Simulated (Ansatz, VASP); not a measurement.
# One calculation of SnO, two programs

The input INCAR:

```
PREC = Accurate
ENCUT = 520
EDIFF = 1E-6
ISMEAR = 0
SIGMA = 0.05
LREAL = F
LASPH = T
NELM = 80
ALGO = Normal
ISIF = 2
LWAVE = F
LCHARG = T
GGA = PS
LELF = T
LVHAR = T
NBANDS = 28
```

The input KPOINTS:

```
Automatic mesh
0
Gamma
  8 6 8
```

Contents of POSCAR:

```
SnO
1.0
    3.3156061815      0.0000000000      0.0000000000
    0.0000000000      5.7049851891      0.0000000000
    0.0000000000      0.0000000000      3.8941648049
Sn O
2 2
Direct
    0.0191434149      0.2218259313      0.5072509424
    0.4823276822      0.7846770796      0.0340093994
    0.0034438259      0.8849547523      0.7280664298
    0.4950850770      0.1085422369      0.2306752285
```

Input for Ansatz:

```yaml
crystal:
  lattice:
    - [3.3156061815, 0.0, 0.0]
    - [0.0, 5.7049851891, 0.0]
    - [0.0, 0.0, 3.8941648049]
  atoms:
    - { symbol: Sn, position: [0.0191434149, 0.2218259313, 0.5072509424] }
    - { symbol: Sn, position: [0.4823276822, 0.7846770796, 0.0340093994] }
    - { symbol: O, position: [0.0034438259, 0.8849547523, 0.7280664298] }
    - { symbol: O, position: [0.495085077, 0.1085422369, 0.2306752285] }
basis:
  ecutwfc: 420
kpoints:
  mp_grid: { grid: [8, 6, 8] }
hamiltonian:
  xc: pbesol
scf:
  occupations: { method: gaussian, width: 0.05 }
output:
  forces: true
  stress: true
  eigenvalues: true
```

Change from the starting cell: all atoms moved at random (sigma 0.06 Å a component).

Alike in both runs: task single point; functional PBEsol; k mesh 8 × 6 × 8; occupations gaussian, width 0.05 eV; no spin polarisation.

```csv
,VASP,Ansatz
version,VASP 6.6.1,Ansatz 0.2.0
potentials or method,"VASP PAW PBE potentials, release 64 (Sn_d, O), cutoff 520 eV","scalar-relativistic, plane waves, PAW"
valence electrons in the cell,40,40
```

```csv
,VASP,Ansatz,Ansatz less VASP
gap on the k mesh at the Fermi level (eV),1.40,1.41,+0.014
least direct gap on the mesh (eV),2.01,2.02,+0.015
pressure (GPa),8.0,7.7,-0.30
"traceless stress, the component that is largest in VASP (GPa)",3.16,3.14,-0.022
rms of the force components (eV/Å),1.010,0.970,-0.0398
```

VASP's potentials were made for PBE, not for PBEsol. Atom by atom the forces differ by 0.045 eV/Å (rms over components). With one functional, cell and mesh, what is left measures potentials, basis and numerics.
